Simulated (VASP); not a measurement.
Input of a VASP 6.6.1 run:

POSCAR

```
BaZrO3
1.0
    4.2469950612      0.0000000000      0.0000000000
    0.0000000000      4.2469950612      0.0000000000
    0.0000000000      0.0000000000      4.2469950612
Ba Zr O
1 1 3
Direct
    0.0000000000      0.0000000000      0.0000000000
    0.5000000000      0.5000000000      0.5000000000
    0.5000000000      0.5000000000      0.0000000000
    0.5000000000      0.0000000000      0.5000000000
    0.0000000000      0.5000000000      0.5000000000
```

The input INCAR.step1:

```
ALGO = Normal
EDIFF = 1E-4
ENCUT = 520
GGA = PE
ISMEAR = 0
LASPH = True
LCHARG = False
LREAL = False
LWAVE = True
NBANDS = 28
NELM = 60
PREC = Accurate
SIGMA = 0.01
```

The input INCAR.step2:

```
ALGO = Normal
EDIFF = 1E-7
ENCUT = 520
ISIF = 2
ISMEAR = 0
ISTART = 1
LASPH = True
LCHARG = False
LMIXTAU = True
LREAL = False
LWAVE = False
METAGGA = R2SCAN
NBANDS = 28
NELM = 60
PREC = Accurate
SIGMA = 0.01
```

File KPOINTS:

```
k-points
0
Gamma
  6 6 6
```

Potentials or basis: VASP PAW PBE potentials, release 64 (Ba_sv, Zr_sv, O).

The run is started by

```console
$ cat potpaw_PBE.64/Ba_sv/POTCAR potpaw_PBE.64/Zr_sv/POTCAR potpaw_PBE.64/O/POTCAR > POTCAR
$ cp INCAR.step1 INCAR
$ mpirun -np 1 vasp_std > vasp.out
$ cp INCAR.step2 INCAR
$ mpirun -np 1 vasp_std > vasp.out
```

(1) What does it give for the pressure?

(2) Estimate the band gap on the k mesh.

## Answers

(1) -3.7 GPa.

(2) 3.60 eV, indirect (least direct gap 3.89 eV).

Caveat: the PAW data sets were made with another functional, which shifts forces and pressure a little; spin-orbit coupling is left out, which moves the levels of the heavy elements.
